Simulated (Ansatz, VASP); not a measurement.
# Two plane-wave programs on BaTe

```
CELL_PARAMETERS angstrom
0.00000 3.47140 3.47140
3.47140 0.00000 3.47140
3.47140 3.47140 0.00000
ATOMIC_POSITIONS crystal
Ba 0.01038 0.99173 0.99615
Te 0.48962 0.50827 0.50385
```

Change from the starting cell: all atoms moved at random, sigma 0.05 Å a component; relaxed back.

Alike in both runs: task relaxation of cell and atoms; functional PBEsol; k mesh 6 × 6 × 6; occupations gaussian, width 0.05 eV; no spin polarisation.

|  | VASP | Ansatz |
| --- | --- | --- |
| version | VASP 6.6.1 | Ansatz 0.2.0 |
| potentials or method | VASP PAW PBE potentials, release 64 (Ba_sv, Te), cutoff 600 eV | scalar-relativistic, plane waves, PAW |
| valence electrons in the cell | 16 | 26 |

|  | VASP | Ansatz | Ansatz less VASP |
| --- | --- | --- | --- |
| gap on the k mesh at the Fermi level, each at its own relaxed structure (eV) | 1.40 | 1.46 | +0.062 |
| relaxed volume (Å³/atom) | 42.31 | 41.77 | -0.547 |
| relaxed cell length with the largest relative difference (Å) | 4.932 | 4.907 | -0.0246 |

VASP's potentials were made for PBE, not for PBEsol. VASP's potentials hold 16 valence electrons a cell and Ansatz's 26, so a difference there can come from the potentials and not from the codes.

Neither program's run includes spin-orbit coupling.
